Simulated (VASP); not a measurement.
Write the native input for VASP 6.6.1 that does the following.

* Task: single point
* Functional: LDA
* Potentials or basis: VASP PAW LDA potentials, release 64 (Al)
* Cutoff: 500 eV
* k mesh: 8 × 8 × 8
* Occupations: gaussian, width 0.1 eV
* Spin: no spin polarisation
* Dipole correction: no
* Further INCAR settings: ALGO = Normal; EDIFF = 1e-06; NBANDS = 8

The structure of Al lies in POSCAR:

```
Al
1.0
   -1.5912186900      1.5912186900      1.5912186900
    1.5912186900     -1.5912186900      1.5912186900
    1.5912186900      1.5912186900     -1.5912186900
Al
1
Direct
    0.0000000000      0.0000000000      0.0000000000
```

The input as run:

INCAR

```
SYSTEM = Al
PREC     = Accurate       ! precision mode
ENCUT    = 500            ! plane-wave cutoff, eV
EDIFF    = 1E-6           ! SCF threshold, eV
ISMEAR   = 0              ! smearing method
SIGMA    = 0.1            ! smearing width, eV
LREAL    = .FALSE.        ! projectors in reciprocal space
LASPH    = .TRUE.         ! aspherical terms in the spheres
NELM     = 120            ! most SCF steps
ALGO     = Normal         ! electronic algorithm
ISIF     = 2              ! what is computed and relaxed
LWAVE    = .FALSE.        ! write WAVECAR
LCHARG   = .FALSE.        ! write CHGCAR
NBANDS   = 8              ! bands
GGA_COMPAT= .FALSE.
```

KPOINTS

```
Automatic mesh
0
G
  8 8 8
  0 0 0
```

Potentials or basis: VASP PAW LDA potentials, release 64 (Al).

Launch:

```sh
$ cat potpaw_LDA.64/Al/POTCAR > POTCAR
$ mpirun -np 1 vasp_std > vasp.out
```

Results of the run:

| Property | Result |
| --- | --- |
| Pressure | 1.0 GPa |

Run time: 1.9 s on 1 thread of Intel(R) Xeon(R) Platinum 8375C CPU @ 2.90GHz (Ice Lake), on a shared host, peak memory 0.1 GiB.
